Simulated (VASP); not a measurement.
Input of a VASP 6.6.1 run:

Contents of POSCAR:

```
Si2Ni
1.0
    0.0000000000      2.7030000000      2.7030000000
    2.7030000000      0.0000000000      2.7030000000
    2.7030000000      2.7030000000      0.0000000000
Ni Si
1 2
Direct
    0.0000000000      0.0000000000      0.0000000000
    0.7500000000      0.7500000000      0.7500000000
    0.2500000000      0.2500000000      0.2500000000
```

Contents of INCAR.step1:

```
SYSTEM = Si2Ni
  ALGO = Normal
  EDIFF = 1E-6
  ENCUT = 520
  GGA = PS
  ISIF = 2
  ISMEAR = -1
  ISPIN = 2
  LASPH = .True.
  LCHARG = .True.
  LDAU = .True.
  LDAUJ = 0 0
  LDAUL = 2 -1
  LDAUPRINT = 1
  LDAUTYPE = 2
  LDAUU = 2 0
  LMAXMIX = 4
  LREAL = .False.
  LWAVE = .False.
  MAGMOM = 1 0 0
  NBANDS = 20
  NELM = 150
  PREC = Accurate
  SIGMA = 0.05
```

The input KPOINTS.step1:

```
k-points
0
Gamma
  9 9 9
  0 0 0
```

INCAR.step2

```
SYSTEM = Si2Ni
  ALGO = Normal
  EDIFF = 1E-6
  ENCUT = 520
  GGA = PS
  ICHARG = 11
  ISIF = 2
  ISMEAR = -5
  ISPIN = 2
  LASPH = .True.
  LCHARG = .False.
  LDAU = .True.
  LDAUJ = 0 0
  LDAUL = 2 -1
  LDAUPRINT = 1
  LDAUTYPE = 2
  LDAUU = 2 0
  LMAXMIX = 4
  LORBIT = 11
  LREAL = .False.
  LWAVE = .False.
  MAGMOM = 1 0 0
  NBANDS = 20
  NEDOS = 2001
  NELM = 150
  PREC = Accurate
  SIGMA = 0.05
```

Contents of KPOINTS.step2:

```
k-points
0
Gamma
  14 14 14
  0 0 0
```

Potentials or basis: VASP PAW PBE potentials, release 64 (Ni, Si).

The run is started by

```sh
$ cat potpaw_PBE.64/Ni/POTCAR potpaw_PBE.64/Si/POTCAR > POTCAR
$ cp INCAR.step1 INCAR
$ cp KPOINTS.step1 KPOINTS
$ mpirun -np 1 vasp_std > vasp.out
$ cp INCAR.step2 INCAR
$ cp KPOINTS.step2 KPOINTS
$ mpirun -np 1 vasp_std > vasp.out
```

(1) Estimate the net moment.

## Answers

(1) 0.00 μB per cell.

Caveat: the U is typed as a test and isn't derived for this compound.
